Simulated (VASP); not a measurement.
Set up this calculation in VASP 6.6.1, as the native input.

```
Task                   : single point
Functional             : PBE
Potentials or basis    : VASP PAW PBE potentials, release 64 (Pb_d)
Cutoff                 : 620 eV
k mesh                 : 18 × 18 × 18
Occupations            : methfessel-paxton, width 0.05 eV
Spin                   : no spin polarisation
Tolerance level        : standard
Purpose                : stress
Further INCAR settings : ALGO = Normal; EDIFF = 1e-08; NBANDS = 25
```

The structure of Pb lies in POSCAR:

```
Pb
1.0
    0.0000000000      2.4750200000      2.4997702000
    2.4750200000      0.0000000000      2.4997702000
    2.4750200000      2.4750200000      0.0000000000
Pb
1
Direct
    0.0000000000      0.0000000000      0.0000000000
```

This cell differs from its parent crystal: cell strained by +1.0% along z.

The input as run:

INCAR

```
SYSTEM = Pb
GGA = PE
ISMEAR = 1
SIGMA = 0.05
LWAVE = .False.
LCHARG = .False.
ISIF = 2
PREC = Accurate
LASPH = .True.
LREAL = .False.
ALGO = Normal
EDIFF = 1E-8
NELM = 120
GGA_COMPAT = .False.
ENCUT = 620
NBANDS = 25
```

KPOINTS

```
Automatic mesh
0
Gamma
  18 18 18
  0 0 0
```

Potentials or basis: VASP PAW PBE potentials, release 64 (Pb_d).

Run with:

```console
$ cat potpaw_PBE.64/Pb_d/POTCAR > POTCAR
$ mpirun -np 1 vasp_std > vasp.out
```

It gave:

* Pressure: 1.9 GPa
* Band gap on the k mesh: zero (bands 7 and 8 overlap by 8.90 eV)

Caveat: the cell differs from its parent crystal (cell strained by +1.0% along z); spin-orbit coupling is left out, which moves the levels of the heavy elements.

Run time: 3.9 min on 1 thread of AMD EPYC 9R45 96-Core Processor (Zen 5), on a shared host, peak memory 0.41 GiB.
